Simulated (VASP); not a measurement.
## WC (Qusongite): single point with PBE

Crystal: WC (Qusongite).

```
CELL_PARAMETERS angstrom
2.79024 0.00000 0.00000
-1.39512 2.41642 0.00000
0.00000 0.00000 2.83660
ATOMIC_POSITIONS crystal
W 0.00000 0.00000 0.00000
C 0.66667 0.33333 0.50000
```

```
Program             : VASP 6.6.1
Task                : single point
Functional          : PBE
Potentials or basis : VASP PAW PBE potentials, release 64 (W_sv, C)
Cutoff              : 520 eV
k mesh              : 9 × 9 × 8
Occupations         : fermi-dirac, width 0.05 eV
Spin                : no spin polarisation
```

The pressure is 45.6 GPa and the band gap on the k mesh is zero (band 9 reaches 12.93 eV, above the bottom of band 10 at 11.57 eV).

Stress tensor (GPa, compression positive):
```
55.76  0.00  0.00
 0.00 55.76  0.00
 0.00  0.00 25.28
```

Levels at points of the mesh, in eV from the Fermi level:
```csv
k point,band 5,band 6,band 7,band 8,band 9,band 10,band 11,band 12,band 13,band 14
"(0.00, 0.00, 0.00)",-15.11,-4.92,-3.42,-3.42,-0.34,3.53,3.53,5.86,5.86,7.29
"(0.00, 0.00, 0.50)",-10.81,-9.27,-1.85,-1.85,-0.75,-0.75,3.17,4.93,4.93,10.36
```

Wall time 7.7 s on 1 thread of Intel(R) Xeon(R) Platinum 8488C (Sapphire Rapids), on a shared host, peak memory 0.15 GiB.

Caveat: spin-orbit coupling is left out, which moves the levels of the heavy elements.
